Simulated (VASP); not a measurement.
# BN (F-43m) in VASP: settings compared, part 2 of 2

VASP 6.6.1. The steps go on from the part before.

**3. Single point, PBEsol+D3(BJ)**

This run uses another cell than the first one, of 6.79 Å³/atom, 1.156 times its volume.

INCAR

```
PREC = Accurate
ENCUT = 600
EDIFF = 1E-6
ISMEAR = 0
SIGMA = 0.1
LREAL = False
LASPH = True
NELM = 120
ALGO = Normal
ISIF = 2
LWAVE = False
LCHARG = False
GGA = PS
IVDW = 12
NBANDS = 11
GGA_COMPAT = False
```

KPOINTS

```
regular mesh
0
Gamma
  4 4 4
```

POSCAR

```
BN
1.0
    0.0000000000      1.8939404840      1.8939404840
    1.8939404840      0.0000000000      1.8939404840
    1.8939404840      1.8939404840      0.0000000000
B N
1 1
Direct
    0.0000000000      0.0000000000      0.0000000000
    0.7500000000      0.7500000000      0.7500000000
```

Potentials or basis: VASP PAW PBE potentials, release 64 (B, N).

Launch:

```sh
cat potpaw_PBE.64/B/POTCAR potpaw_PBE.64/N/POTCAR > POTCAR
mpirun -np 1 vasp_std > vasp.out
```

OUTCAR:

```text
PREC = Accurate
   ENCUT = 600
   EDIFF = 1E-6
   ISMEAR = 0
   LREAL = False
   LASPH = True
   NELM = 120
   ISIF = 2
   GGA = PS
   IVDW = 12
 IVDW          = 12

 ion  position               nearest neighbor table
   1  0.000  0.000  0.000-   2 1.64   2 1.64   2 1.64   2 1.64
   2  0.750  0.750  0.750-   1 1.64   1 1.64   1 1.64   1 1.64

  LATTYP: Found a face centered cubic cell.
 ALAT       =     3.7878809680

  Lattice vectors:

 A1 = (   0.0000000000,   1.8939404840,   1.8939404840)
 A2 = (   1.8939404840,   0.0000000000,   1.8939404840)
 A3 = (   1.8939404840,   1.8939404840,   0.0000000000)

Analysis of symmetry for initial positions (statically):
=====================================================================
 Subroutine PRICEL returns:
 Original cell was already a primitive cell.

 Routine SETGRP: Setting up the symmetry group for a
 face centered cubic supercell.

 Subroutine GETGRP returns: Found 24 space group operations
 (whereof 24 operations were pure point group operations)
 out of a pool of 48 trial point group operations.

The static configuration has the point symmetry T_d .

Analysis of symmetry for dynamics (positions and initial velocities):
=====================================================================
 Subroutine PRICEL returns:
 Original cell was already a primitive cell.

 Routine SETGRP: Setting up the symmetry group for a
 face centered cubic supercell.

 Subroutine GETGRP returns: Found 24 space group operations
 (whereof 24 operations were pure point group operations)
 out of a pool of 48 trial point group operations.

The dynamic configuration has the point symmetry T_d .

 Subroutine INISYM returns: Found 24 space group operations
 (whereof 24 operations are pure point group operations),
 and found     1 'primitive' translations

----------------------------------------------------------------------------------------

                                     Primitive cell

  volume of cell :      13.5872

  direct lattice vectors                    reciprocal lattice vectors
[... 100 lines left out ...]
   LRPA    =     F    only Hartree local field effects (RPA)
 non-spin polarized calculation
 Gauss-broadening in eV      SIGMA  =   0.10
  energy-cutoff  :      600.00
  volume of cell :       13.59
 maximum number of plane-waves:       465
 NGX is ok and might be reduce to    24
   NGX = 11   NGY = 11   NGZ = 11

 number of electron       8.0000000 magnetization

 Free energy of the ion-electron system (eV)
  ---------------------------------------------------
  ext. energy  EPLUGINS =         0.00000000
  ---------------------------------------------------
  free energy    TOTEN  =       -18.00228658 eV

  energy without entropy =      -18.00228658  energy(sigma->0) =      -18.00228658

 E-fermi :   6.2493     XC(G=0): -12.3365

 val. band max:        5.7667900316   @ k =   0.0000   0.0000   0.0000
 cond. band min:       9.8585919522   @ k =   0.5000   0.5000   0.0000
 fundamental gap:      4.0918019206
 Fermi energy:         6.2493252462

 k-point     1 :       0.0000    0.0000    0.0000
  band No.  band energies     occupation
      1     -12.9893      2.00000
      2       5.7668      2.00000
      3       5.7668      2.00000
      4       5.7668      2.00000
      5      13.8464      0.00000
      6      13.8464      0.00000
      7      13.8464      0.00000
      8      13.8597      0.00000
      9      27.7297      0.00000
     10      31.7664      0.00000
     11      31.7664      0.00000
[... 85 lines left out ...]
 k-point     8 :      -0.2500    0.5000    0.2500
  band No.  band energies     occupation
      1      -7.9308      2.00000
      2      -1.2726      2.00000
      3      -0.3046      2.00000
      4       0.0872      2.00000
      5      14.5934      0.00000
      6      17.3862      0.00000
      7      18.3332      0.00000
      8      19.2033      0.00000
      9      22.9682      0.00000
     10      28.8274      0.00000
     11      32.9552      0.00000

------------------------ aborting loop because EDIFF is reached ----------------------------------------

 Edisp (eV)   -0.24962

 E8    (eV) :    -0.1236

  FORCE on cell =-STRESS in cart. coord.  units (eV):
  Direction    XX          YY          ZZ          XY          YZ          ZX
  --------------------------------------------------------------------------------------
  -------------------------------------------------------------------------------------
  Total      -3.89871    -3.89871    -3.89871     0.00000     0.00000     0.00000
  in kB    -459.72957  -459.72957  -459.72957     0.00000     0.00000     0.00000
  external pressure =     -459.73 kB  Pullay stress =        0.00 kB

 VOLUME and BASIS-vectors are now :
 -----------------------------------------------------------------------------
  energy-cutoff  :      600.00
  volume of cell :       13.59
      direct lattice vectors                 reciprocal lattice vectors
     0.000000000  1.893940484  1.893940484    -0.263999848  0.263999848  0.263999848
     1.893940484  0.000000000  1.893940484     0.263999848 -0.263999848  0.263999848
     1.893940484  1.893940484  0.000000000     0.263999848  0.263999848 -0.263999848

 POSITION                                       TOTAL-FORCE (eV/Angst)
 -----------------------------------------------------------------------------------
      0.00000      0.00000      0.00000        -0.000000     -0.000000     -0.000000
      2.84091      2.84091      2.84091         0.000000      0.000000      0.000000
 -----------------------------------------------------------------------------------
    total drift:                               -0.000000     -0.000000     -0.000000

  FREE ENERGIE OF THE ION-ELECTRON SYSTEM (eV)
  ---------------------------------------------------
  free  energy   TOTEN  =       -18.2519095901 eV

  energy  without entropy=      -18.2519095901  energy(sigma->0) =      -18.25190959
```

OSZICAR:

```text
N       E                     dE             d eps       ncg     rms          rms(c)
DAV:   1     0.112030848331E+02    0.11203E+02   -0.48541E+03   184   0.783E+02
DAV:   2    -0.181806564900E+02   -0.29384E+02   -0.28206E+02   213   0.180E+02
DAV:   3    -0.187841733873E+02   -0.60352E+00   -0.60024E+00   203   0.203E+01
DAV:   4    -0.187850452761E+02   -0.87189E-03   -0.87186E-03   206   0.846E-01
DAV:   5    -0.187850462114E+02   -0.93525E-06   -0.93531E-06   200   0.284E-02    0.586E+00
DAV:   6    -0.180670867410E+02    0.71796E+00   -0.29362E+00   207   0.959E+00    0.283E+00
DAV:   7    -0.180190698572E+02    0.48017E-01   -0.60167E-02   188   0.212E+00    0.170E+00
DAV:   8    -0.180023067620E+02    0.16763E-01   -0.26489E-02   197   0.110E+00    0.124E-01
DAV:   9    -0.180022479458E+02    0.58816E-04   -0.11250E-03   182   0.245E-01    0.652E-02
DAV:  10    -0.180022838157E+02   -0.35870E-04   -0.80733E-05   188   0.856E-02    0.118E-02
DAV:  11    -0.180022864296E+02   -0.26138E-05   -0.53442E-06   200   0.184E-02    0.791E-03
DAV:  12    -0.180022865809E+02   -0.15135E-06   -0.11226E-06   103   0.751E-03
   1 F= -.18251910E+02 E0= -.18251910E+02  d E =-.204280E-12
```

It took 4.3 s on 1 thread of AMD EPYC 7R13, shared host; peak memory 0.11 GiB.

Results:

* Free energy: -18.2519 eV
* Pressure: -46.0 GPa
* Band gap on the k mesh: 4.09 eV, indirect (least direct gap 8.08 eV)
* Dispersion energy per atom: -0.125 eV

Caveat: the k points lie up to 0.72 Å⁻¹ apart; three body term missing; the PAW data sets were made with another functional, which shifts forces and pressure a little.

**4. Single point, PBE**

This run uses another cell than the first one, of 5.96 Å³/atom, 1.014 times its volume.

INCAR

```
PREC = Accurate
ENCUT = 600
EDIFF = 1E-6
ISMEAR = -1
SIGMA = 0.2585199978643553
LREAL = F
LASPH = T
NELM = 120
ALGO = Normal
ISIF = 2
LWAVE = F
LCHARG = T
GGA = PE
LELF = T
LVHAR = T
NBANDS = 11
GGA_COMPAT = F
```

KPOINTS

```
regular mesh
0
Gamma
  5 5 5
```

POSCAR

```
BN
1.0
    0.0000000000      1.8130010000      1.8130010000
    1.8130010000      0.0000000000      1.8130010000
    1.8130010000      1.8130010000      0.0000000000
B N
1 1
Direct
    0.0000000000      0.0000000000      0.0000000000
    0.7500000000      0.7500000000      0.7500000000
```

Potentials or basis: VASP PAW PBE potentials, release 64 (B, N).

Launch:

```sh
cat potpaw_PBE.64/B/POTCAR potpaw_PBE.64/N/POTCAR > POTCAR
mpirun -np 1 vasp_std > vasp.out
```

OUTCAR:

```text
PREC = Accurate
   ENCUT = 600
   EDIFF = 1E-6
   ISMEAR = -1
   LREAL = F
   LASPH = T
   NELM = 120
   ISIF = 2
   GGA = PE

 ion  position               nearest neighbor table
   1  0.000  0.000  0.000-   2 1.57   2 1.57   2 1.57   2 1.57
   2  0.750  0.750  0.750-   1 1.57   1 1.57   1 1.57   1 1.57

  LATTYP: Found a face centered cubic cell.
 ALAT       =     3.6260020000

  Lattice vectors:

 A1 = (   0.0000000000,   1.8130010000,   1.8130010000)
 A2 = (   1.8130010000,   0.0000000000,   1.8130010000)
 A3 = (   1.8130010000,   1.8130010000,   0.0000000000)

Analysis of symmetry for initial positions (statically):
=====================================================================
 Subroutine PRICEL returns:
 Original cell was already a primitive cell.

 Routine SETGRP: Setting up the symmetry group for a
 face centered cubic supercell.

 Subroutine GETGRP returns: Found 24 space group operations
 (whereof 24 operations were pure point group operations)
 out of a pool of 48 trial point group operations.

The static configuration has the point symmetry T_d .

Analysis of symmetry for dynamics (positions and initial velocities):
=====================================================================
 Subroutine PRICEL returns:
 Original cell was already a primitive cell.

 Routine SETGRP: Setting up the symmetry group for a
 face centered cubic supercell.

 Subroutine GETGRP returns: Found 24 space group operations
 (whereof 24 operations were pure point group operations)
 out of a pool of 48 trial point group operations.

The dynamic configuration has the point symmetry T_d .

 Subroutine INISYM returns: Found 24 space group operations
 (whereof 24 operations are pure point group operations),
 and found     1 'primitive' translations

----------------------------------------------------------------------------------------

                                     Primitive cell
[... 101 lines left out ...]
   GGA     = PE    functional components
   LHFCALC =     F    Hartree Fock is set to
   AEXX    =    0.0000 exact exchange contribution
   IVDW    =     0    specifies the selected vdW correction
   LEPSILON=     F    determine dielectric tensor
   LRPA    =     F    only Hartree local field effects (RPA)
 non-spin polarized calculation
  energy-cutoff  :      600.00
  volume of cell :       11.92
 maximum number of plane-waves:       411
   NGX = 11   NGY = 11   NGZ = 11

 number of electron       7.9999999 magnetization

 Free energy of the ion-electron system (eV)
  ---------------------------------------------------
  ext. energy  EPLUGINS =         0.00000000
  ---------------------------------------------------
  free energy    TOTEN  =       -17.43813750 eV

  energy without entropy =      -17.43810591  energy(sigma->0) =      -17.43812171

 E-fermi :   9.7013     XC(G=0): -12.7745

 val. band max:        7.3006143266   @ k =   0.0000   0.0000   0.0000
 cond. band min:      12.2240868025   @ k =   0.4000   0.4000   0.0000
 fundamental gap:      4.9234724759
 Fermi energy:         9.7013029925

 k-point     1 :       0.0000    0.0000    0.0000
  band No.  band energies     occupation
      1     -12.8309      2.00000
      2       7.3006      1.99981
      3       7.3006      1.99981
      4       7.3006      1.99981
      5      16.0691      0.00000
      6      16.0691      0.00000
      7      16.0691      0.00000
      8      17.5006      0.00000
      9      31.8745      0.00000
     10      34.9480      0.00000
     11      34.9480      0.00000
[... 113 lines left out ...]
 k-point    10 :      -0.4000    0.4000    0.2000
  band No.  band energies     occupation
      1      -7.6859      2.00000
      2      -0.7384      2.00000
      3       0.9725      2.00000
      4       2.4536      2.00000
      5      16.3471      0.00000
      6      19.5091      0.00000
      7      20.8203      0.00000
      8      23.9821      0.00000
      9      26.0075      0.00000
     10      32.6691      0.00000
     11      35.9930      0.00000

------------------------ aborting loop because EDIFF is reached ----------------------------------------

  FORCE on cell =-STRESS in cart. coord.  units (eV):
  Direction    XX          YY          ZZ          XY          YZ          ZX
  --------------------------------------------------------------------------------------
  -------------------------------------------------------------------------------------
  Total       -0.0211877     -0.0211877     -0.0211877     -0.0000000      0.0000000     -0.0000000
  in kB       -2.8481985     -2.8481985     -2.8481985     -0.0000000      0.0000000     -0.0000000
  external PRESSURE =      -2.8481985 kB  Pullay stress =       0.0000000 kB

 VOLUME and BASIS-vectors are now :
 -----------------------------------------------------------------------------
  energy-cutoff  :      600.00
  volume of cell :       11.92
      direct lattice vectors                 reciprocal lattice vectors
     0.000000000  1.813001000  1.813001000    -0.275785838  0.275785838  0.275785838
     1.813001000  0.000000000  1.813001000     0.275785838 -0.275785838  0.275785838
     1.813001000  1.813001000  0.000000000     0.275785838  0.275785838 -0.275785838

 POSITION                                       TOTAL-FORCE (eV/Angst)
 -----------------------------------------------------------------------------------
      0.00000      0.00000      0.00000        -0.000000     -0.000000     -0.000000
      2.71950      2.71950      2.71950         0.000000      0.000000      0.000000
 -----------------------------------------------------------------------------------
    total drift:                               -0.000000     -0.000000     -0.000000

  FREE ENERGIE OF THE ION-ELECTRON SYSTEM (eV)
  ---------------------------------------------------
  free  energy   TOTEN  =       -17.4381375034 eV

  energy  without entropy=      -17.4381059114  energy(sigma->0) =      -17.43812171
```

OSZICAR:

```text
N       E                     dE             d eps       ncg     rms          rms(c)
DAV:   1     0.184868497124E+02    0.18487E+02   -0.55633E+03   220   0.825E+02
DAV:   2    -0.177300591639E+02   -0.36217E+02   -0.35342E+02   257   0.198E+02
DAV:   3    -0.183960506395E+02   -0.66599E+00   -0.66515E+00   265   0.228E+01
DAV:   4    -0.183972008876E+02   -0.11502E-02   -0.11502E-02   232   0.969E-01
DAV:   5    -0.183972020816E+02   -0.11940E-05   -0.11938E-05   256   0.314E-02    0.665E+00
DAV:   6    -0.175215299964E+02    0.87567E+00   -0.29653E+00   254   0.105E+01    0.322E+00
DAV:   7    -0.174518816811E+02    0.69648E-01   -0.99865E-02   238   0.265E+00    0.190E+00
DAV:   8    -0.174378626575E+02    0.14019E-01   -0.35885E-02   252   0.138E+00    0.188E-01
DAV:   9    -0.174380425240E+02   -0.17987E-03   -0.97474E-04   226   0.264E-01    0.826E-02
DAV:  10    -0.174381320939E+02   -0.89570E-04   -0.12614E-04   249   0.102E-01    0.152E-02
DAV:  11    -0.174381374474E+02   -0.53534E-05   -0.92563E-06   255   0.255E-02    0.103E-02
DAV:  12    -0.174381375034E+02   -0.56009E-07   -0.15377E-06   125   0.915E-03
   1 F= -.17438138E+02 E0= -.17438122E+02  d E =-.315920E-04
```

stdout:

```text
POSCAR found type information on POSCAR B N
 POSCAR found :  2 types and       2 ions
 scaLAPACK will be used
 LDA part: xc-table for (Slater+PW92), standard interpolation
 POSCAR, INCAR and KPOINTS ok, starting setup
 FFT: planning ... GRIDC
 FFT: planning ... GRID_SOFT
 FFT: planning ... GRID
 WAVECAR not read
 entering main loop
```

Wall time 3.7 s (1 thread of AMD EPYC 7R13, shared host); peak memory 0.08 GiB.

What came out:

- Free energy: -17.4381 eV
- Pressure: -0.3 GPa
- Band gap on the k mesh: 4.92 eV, indirect (least direct gap 8.77 eV)

Levels at points of the mesh, in eV from the valence-band top:
| k point | band 2 | band 3 | band 4 | band 5 | band 6 | band 7 |
| --- | --- | --- | --- | --- | --- | --- |
| (0.00, 0.00, 0.00) | 0.00 | 0.00 | 0.00 | 8.77 | 8.77 | 8.77 |

Caveat: the k points lie up to 0.60 Å⁻¹ apart.

**5. Summary**

| level | cell | k mesh | smearing | gap on the mesh (eV) | pressure (GPa) |
| --- | --- | --- | --- | --- | --- |
| PBE | a = 2.552 Å, angles 60.0°, 2 atoms | 5 × 5 × 5 | tetrahedron | 4.95 | 5.0 |
| PBEsol+D3(BJ) | a = 2.678 Å, angles 60.0°, 2 atoms | 4 × 4 × 4 | gaussian 0.1 eV | 4.09 | -46.0 |
| PBE | a = 2.564 Å, angles 60.0°, 2 atoms | 5 × 5 × 5 | fermi-dirac 0.25852 eV | 4.92 | -0.3 |

Alike in all rows: task single point; potentials or basis VASP PAW PBE potentials, release 64 (B, N); no spin polarisation; cutoff (eV) 600.

Caveats: all runs use coarse meshes; three body term missing (some runs); the PAW data sets were made with another functional, which shifts forces and pressure a little (some runs).

Total energies depend on the potentials used, so only differences within one code and one set of settings carry meaning.
